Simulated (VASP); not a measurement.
Here is a VASP 6.6.1 calculation.

File POSCAR:

```
TaF3
1.0
    3.9012000000      0.0000000000      0.0000000000
    0.0000000000      3.9012000000      0.0000000000
    0.0000000000      0.0000000000      3.9012000000
Ta F
1 3
Direct
    0.0000000000      0.0000000000      0.0000000000
    0.5000000000      0.0000000000      0.0000000000
    0.0000000000      0.5000000000      0.0000000000
    0.0000000000      0.0000000000      0.5000000000
```

File INCAR.step1:

```
ALGO     = Normal         # electronic algorithm
EDIFF    = 1E-5           # SCF threshold, eV
ENCUT    = 660            # plane-wave cutoff, eV
GGA      = PE             # functional
GGA_COMPAT= F            
ISMEAR   = -1             # smearing method
LASPH    = T              # aspherical terms in the spheres
LCHARG   = F              # write CHGCAR
LREAL    = F              # projectors in reciprocal space
LWAVE    = T              # write WAVECAR
NBANDS   = 24             # bands
NELM     = 120            # most SCF steps
PREC     = Accurate       # precision mode
SIGMA    = 0.1            # smearing width, eV
```

Contents of INCAR.step2:

```
ALGO     = Normal         # electronic algorithm
EDIFF    = 1E-6           # SCF threshold, eV
ENCUT    = 660            # plane-wave cutoff, eV
GGA_COMPAT= F            
ISIF     = 2              # what is computed and relaxed
ISMEAR   = -1             # smearing method
ISTART   = 1            
LASPH    = T              # aspherical terms in the spheres
LCHARG   = T              # write CHGCAR
LELF     = T              # ELF
LMIXTAU  = T            
LREAL    = F              # projectors in reciprocal space
LVHAR    = T            
LWAVE    = F              # write WAVECAR
METAGGA  = R2SCAN         # meta-GGA
NBANDS   = 24             # bands
NELM     = 120            # most SCF steps
PREC     = Accurate       # precision mode
SIGMA    = 0.1            # smearing width, eV
```

Contents of KPOINTS:

```
k-points
0
Gamma
  2 2 2
```

Potentials or basis: VASP PAW PBE potentials, release 64 (Ta_pv, F).

Run with:

```sh
$ cat potpaw_PBE.64/Ta_pv/POTCAR potpaw_PBE.64/F/POTCAR > POTCAR
$ cp INCAR.step1 INCAR
$ mpirun -np 1 vasp_std > vasp.out
$ cp INCAR.step2 INCAR
$ mpirun -np 1 vasp_std > vasp.out
```

(1) Predict the band gap on the k mesh.

(2) What does it give for the pressure?

## Answers

(1) zero (bands 16 and 17 overlap by 3.03 eV).

(2) 19.2 GPa.

Caveat: the k points lie up to 0.81 Å⁻¹ apart, too coarse for converged energies and pressures of a metal; the PAW data sets were made with another functional, which shifts forces and pressure a little; spin-orbit coupling is left out, which moves the levels of the heavy elements.
